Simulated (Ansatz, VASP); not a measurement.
**BiTe in VASP and in Ansatz**

Contents of INCAR:

```
  PREC = Accurate
  ENCUT = 520
  EDIFF = 1E-6
  ISMEAR = 0
  SIGMA = 0.15
  LREAL = F
  LASPH = T
  NELM = 100
  ALGO = Normal
  ISIF = 2
  LWAVE = F
  LCHARG = F
  GGA = PE
  NBANDS = 18
```

KPOINTS

```
regular mesh
0
Gamma
  12 12 12
```

File POSCAR:

```
BiTe
1.0
    2.3863671562      1.3777697200      3.4168107131
   -2.3863671562      1.3777697200      3.4168107131
    0.0000000000     -2.7555394400      3.4168107131
Bi Te
1 1
Direct
    0.5000000000      0.5000000000      0.5000000000
    0.0000000000      0.0000000000      0.0000000000
```

Input for Ansatz:

```yaml
crystal:
  lattice:
    - [2.3863671562, 1.37776972, 3.4168107131]
    - [-2.3863671562, 1.37776972, 3.4168107131]
    - [0.0, -2.75553944, 3.4168107131]
  atoms:
    - { symbol: Bi, position: [0.5, 0.5, 0.5] }
    - { symbol: Te, position: [0.0, 0.0, 0.0] }
basis:
  ecutwfc: 420
kpoints:
  mp_grid: { grid: [12, 12, 12] }
hamiltonian:
  xc: pbe
scf:
  occupations: { method: gaussian, width: 0.15 }
output:
  forces: true
  stress: true
  eigenvalues: true
```

Change from the starting cell: strain -0.015 along x and y, +0.030 along z, atoms carried along.

Alike in both runs: task single point; functional PBE; k mesh 12 × 12 × 12; occupations gaussian, width 0.15 eV; no spin polarisation.

```csv
,VASP,Ansatz
version,VASP 6.6.1,Ansatz 0.2.0
potentials or method,"VASP PAW PBE potentials, release 64 (Bi_d, Te), cutoff 520 eV","scalar-relativistic, plane waves, PAW"
valence electrons in the cell,21,31
```

```csv
,VASP,Ansatz,Ansatz less VASP
gap on the k mesh at the Fermi level (eV),none,none,-
pressure (GPa),0.4,0.4,+0.06
"traceless stress, the component that is largest in VASP (GPa)",-0.29,-0.29,0.000
```

A gap of «none» marks a metal or a gap that the smearing closes. The functional is the same, so the differences come from potentials, cutoffs and numerics. VASP's potentials hold 21 valence electrons a cell and Ansatz's 31, so a difference there can come from the potentials and not from the codes.

Spin-orbit coupling is off throughout.
